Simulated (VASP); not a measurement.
Here is a VASP 6.6.1 calculation.

Contents of INCAR:

```
ALGO = Normal ; EDIFF = 1E-6
ENCUT = 520 ; GGA = PE
ISIF = 2 ; ISMEAR = 0
LASPH = T ; LCHARG = F
LREAL = F ; LWAVE = F
NBANDS = 42 ; NELM = 100
PREC = Accurate ; SIGMA = 0.1
```

The input KPOINTS:

```
k-points
0
Gamma
  4 4 4
```

File POSCAR:

```
Ca2Ge3N
1.0
    4.9599671600      0.0000000000      0.0000000000
    0.0000000000      4.9599671600      0.0000000000
    0.0000000000      0.0000000000      5.3734149500
Ca Ge N
2 3 1
Direct
    0.0000000000      0.5000000000      0.5000000000
    0.5000000000      0.0000000000      0.5000000000
    0.5000000000      0.5000000000      0.0000000000
    0.0000000000      0.5000000000      0.0000000000
    0.5000000000      0.0000000000      0.0000000000
    0.5000000000      0.5000000000      0.5000000000
```

Potentials or basis: VASP PAW PBE potentials, release 64 (Ca_sv, Ge_d, N).

Launch:

```sh
$ cat potpaw_PBE.64/Ca_sv/POTCAR potpaw_PBE.64/Ge_d/POTCAR potpaw_PBE.64/N/POTCAR > POTCAR
$ mpirun -np 1 vasp_std > vasp.out
```

Predict the band gap on the k mesh.

zero (an odd number of electrons rules out a gap without spin polarisation).

What does it give for the pressure?

6.8 GPa.

Stress tensor (GPa, compression positive):
```
 2.78  0.00  0.00
 0.00  2.78  0.00
 0.00  0.00 14.76
```

Caveat: the stress differs along the axes, from 3 to 15 GPa; an odd number of electrons without spin polarisation forces a metal; a magnetic or distorted state may lie lower.
